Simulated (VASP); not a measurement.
# YAl7 in VASP: notebook, part 3 of 3

VASP 6.6.1.

## Step 5: Single point, PBE

The input, INCAR:

```
ALGO     = Normal         # electronic algorithm
EDIFF    = 1E-6           # SCF threshold, eV
ENCUT    = 520            # plane-wave cutoff, eV
GGA      = PE             # functional
ISIF     = 2              # what is computed and relaxed
ISMEAR   = -1             # smearing method
ISYM     = 0            
LASPH    = True           # aspherical terms in the spheres
LCHARG   = False          # write CHGCAR
LREAL    = Auto         
LWAVE    = False          # write WAVECAR
NBANDS   = 46             # bands
NELM     = 80             # most SCF steps
PREC     = Accurate       # precision mode
SIGMA    = 0.0939         # smearing width, eV
```

The input, KPOINTS:

```
Automatic mesh
0
Gamma
  1 1 1
  0.25 0.25 0.25
```

The input, POSCAR:

```
YAl7
1.0
    6.7604440000     -0.0984910000     -0.0055720000
   -0.0984910000      6.7085100000     -0.1408520000
   -0.0055720000     -0.1408520000      6.4081030000
Al Y
14 2
Direct
    0.6990798377      0.1461878742      0.7243187457
    0.7342977548      0.3427707381      0.3632479770
    0.4923725725      0.8092028831      0.3745517737
    0.7337536309      0.5977660585     -0.0021976831
    0.9747439352      0.2968590664      0.0660161777
    0.9481544616     -0.0774702775      0.9777936268
    0.6015548321      0.0568959450      0.1107352318
    0.4494649160      0.8408366210     -0.2114941133
    0.8045606856      0.7303724416      0.5948218110
    0.9319991193      0.0142318961      0.3742175633
    0.3658640076      0.4375786098      0.0410229699
    0.1119539532      0.6272306157      0.7982520715
    0.4810201657      0.4545137226      0.6134928560
    0.2553817884      0.0202474648      0.1703313575
    0.1561731380      0.1378275157      0.6887983040
    0.1219650744      0.5844903425      0.3359685734
```

Run with:

```
$ cat potpaw_PBE.64/Al/POTCAR potpaw_PBE.64/Y_sv/POTCAR > POTCAR
$ mpirun -np 1 vasp_std > vasp.out
```

Wall time 29 s (1 thread of Intel Xeon Platinum 8488C (Sapphire Rapids), shared host); peak memory 0.32 GiB.

The run converged. Its results:

- Free energy: -63.3562 eV
- Pressure: 8.9 GPa
- Largest force: 2.144 eV/Å
- Band gap on the k mesh: 0.08 eV

Forces on the atoms (eV/Å):
```
Al   0.031  0.234 -0.420
Al   0.537  0.834  0.173
Al   0.013 -0.747  0.086
Al  -0.049 -0.003  0.613
Al   0.348  0.029 -0.502
Al  -1.063 -1.177 -0.761
Al   0.748  0.538 -0.604
Al  -0.085 -0.551  0.608
Al   0.274 -0.049  0.712
Al  -1.293 -0.037 -0.644
Al   1.148 -1.385 -1.166
Al   0.399 -0.512  0.201
Al  -1.392  0.170  0.782
Al  -0.382  0.783  0.102
Y    1.781  0.790 -0.226
Y   -1.015  1.085  1.048
```

Stress tensor (GPa, compression positive):
```
14.78 -0.99 -6.96
-0.99  5.85 -3.96
-6.96 -3.96  6.17
```

Levels at points of the mesh, in eV from the valence-band top:
| k point | band 30 | band 31 | band 32 | band 33 | band 34 | band 35 |
| --- | --- | --- | --- | --- | --- | --- |
| (0.25, 0.25, 0.25) | -0.62 | -0.34 | 0.00 | 0.08 | 0.50 | 0.70 |

Caveat: the k points lie up to 0.98 Å⁻¹ apart.

## Step 6: Single point, PBE

The input, INCAR:

```
SYSTEM = YAl7
PREC     = Accurate       ! precision mode
ENCUT    = 520            ! plane-wave cutoff, eV
EDIFF    = 1E-7           ! SCF threshold, eV
ISMEAR   = -1             ! smearing method
SIGMA    = 0.05           ! smearing width, eV
LREAL    = Auto         
LASPH    = .TRUE.         ! aspherical terms in the spheres
NELM     = 80             ! most SCF steps
ALGO     = Normal         ! electronic algorithm
ISIF     = 2              ! what is computed and relaxed
LWAVE    = .FALSE.        ! write WAVECAR
LCHARG   = .FALSE.        ! write CHGCAR
GGA      = PE             ! functional
NBANDS   = 46             ! bands
ISYM     = 0
```

KPOINTS is that of step 5.

The input, POSCAR:

```
YAl7
1.0
    6.7604440000     -0.0984910000     -0.0055720000
   -0.0984910000      6.7085100000     -0.1408520000
   -0.0055720000     -0.1408520000      6.4081030000
Al Y
14 2
Direct
    0.7010470169      0.1382052997      0.7311774993
    0.9270414337      0.3325353645      0.3908753879
    0.4937588643      0.9179966016      0.3942477020
    0.6884929992      0.6154185439      0.2066004894
    0.9869364035      0.4207140372      0.9654955021
    0.8994893238      0.8566675178      0.9555207349
    0.6738281075      0.1700418820      0.1429632622
    0.5023825951      0.8723415217      0.9918542701
    0.8549961400      0.6663414558      0.6035334584
    0.8811161092      0.9701828694      0.3895966991
    0.4231932246      0.3958599582      0.9171667028
    0.2358810080      0.6323953334      0.7080216214
    0.4999199888      0.4128537988      0.5152018994
    0.2363847909      0.1417605325      0.1984932812
    0.1967327446      0.0874882698      0.6959612061
    0.1786985230      0.6575525757      0.2520364145
```

Potentials or basis: VASP PAW PBE potentials, release 64 (Al, Y_sv).

Run with:

```
$ cat potpaw_PBE.64/Al/POTCAR potpaw_PBE.64/Y_sv/POTCAR > POTCAR
$ mpirun -np 1 vasp_std > vasp.out
```

Run time: 32 s. Hardware: 1 thread of Intel Xeon Platinum 8488C (Sapphire Rapids), shared host; peak memory 0.32 GiB.

Results (log left out):

```
Free energy            : -67.0527 eV
Pressure               : 5.0 GPa
Largest force          : 1.705 eV/Å
Band gap on the k mesh : 0.64 eV
```

Forces on the atoms (eV/Å):
```
Al   0.016 -0.016 -0.532
Al  -0.199  0.463  0.307
Al  -0.410 -0.178  1.025
Al   0.611 -0.549  0.143
Al  -0.596 -0.448 -0.124
Al   0.089 -0.192  0.478
Al  -0.109  1.075  0.196
Al  -0.901 -0.322 -1.411
Al  -0.009 -0.475 -0.058
Al   0.797  0.130 -0.177
Al   0.314 -0.627  0.891
Al  -0.241  0.784 -0.092
Al   0.291 -0.120 -0.615
Al  -0.007 -0.082 -0.168
Y   -0.537 -0.321 -0.482
Y    0.890  0.878  0.618
```

Stress tensor (GPa, compression positive):
```
 3.87 -1.68 -2.58
-1.68  6.07 -5.69
-2.58 -5.69  4.98
```

Levels at points of the mesh, in eV from the valence-band top:
```tsv
k point	band 28	band 29	band 30	band 31	band 32	band 33	band 34	band 35	band 36	band 37
(0.25, 0.25, 0.25)	-1.06	-0.70	-0.52	-0.39	0.00	0.64	0.88	1.19	1.53	1.61
```

Caveat: the k points lie up to 0.98 Å⁻¹ apart.

## Step 7: Overview

```tsv
smearing	gap on the mesh (eV)	pressure (GPa)	largest force (eV/Å)
fermi-dirac 0.1301 eV	0.27	12.4	2.84
fermi-dirac 0.0939 eV	0.08	8.9	2.14
fermi-dirac 0.05 eV	0.64	5.0	1.70
```

Some of these runs hold the atoms at other places in the same cell, which the table doesn't show; runs alike in all that it shows share one row.

Alike in all rows: task single point; level PBE; potentials or basis VASP PAW PBE potentials, release 64 (Al, Y_sv); no spin polarisation; cell as given; k mesh 1 × 1 × 1, shifted; cutoff (eV) 520.

Caveats: all runs use coarse meshes.

Total energies depend on the potentials used, so only differences within one code and one set of settings carry meaning.
